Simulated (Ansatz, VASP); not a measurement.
**MnS: VASP beside Ansatz**

```
Mn S
1.0
    -2.62184   -2.62184    5.26561
    -5.26561   -2.62184    2.62184
    -2.62184   -5.26561    2.62184
Mn S
2 2
Direct
  0.00000 0.00000 0.00000
  0.50000 0.50000 0.50000
  0.25000 0.25000 0.25000
  0.75000 0.75000 0.75000
```

Alike in both runs: functional PBE; k mesh 8 × 8 × 8; occupations gaussian, width 0.05 eV; collinear spin; Hubbard terms Mn d U = 3.9 eV.

Ansatz relaxed the structure, and its values are those at the end. VASP's run is a single point on that final structure, the one shown.

|  | VASP | Ansatz |
| --- | --- | --- |
| version | VASP 6.6.1 | Ansatz 0.2.0 |
| potentials or method | VASP PAW PBE potentials, release 64 (Mn_pv, S), cutoff 520 eV | scalar-relativistic, plane waves, PAW |
| valence electrons in the cell | 38 | 42 |

Ansatz gave:

```
gap on the k mesh at the Fermi level (eV)                     : 2.23
least direct gap on the mesh (eV)                             : 2.72
pressure (GPa)                                                : 0.0
net moment per atom (μB)                                      : 0.00
size of the moment on the site where the two differ most (μB) : 4.45
```

What did VASP give for the same quantities?

gap on the k mesh at the Fermi level (eV): 2.30; least direct gap on the mesh (eV): 2.80; pressure (GPa): -0.5; net moment per atom (μB): 0.00; size of the moment on the site where the two differ most (μB): 4.53.

Site moments also hang on the region over which each program counts them. The programs project onto different local orbitals, so the same U acts differently, and such runs can settle in different states. VASP's potentials hold 38 valence electrons a cell and Ansatz's 42, so a difference there can come from the potentials and not from the codes.
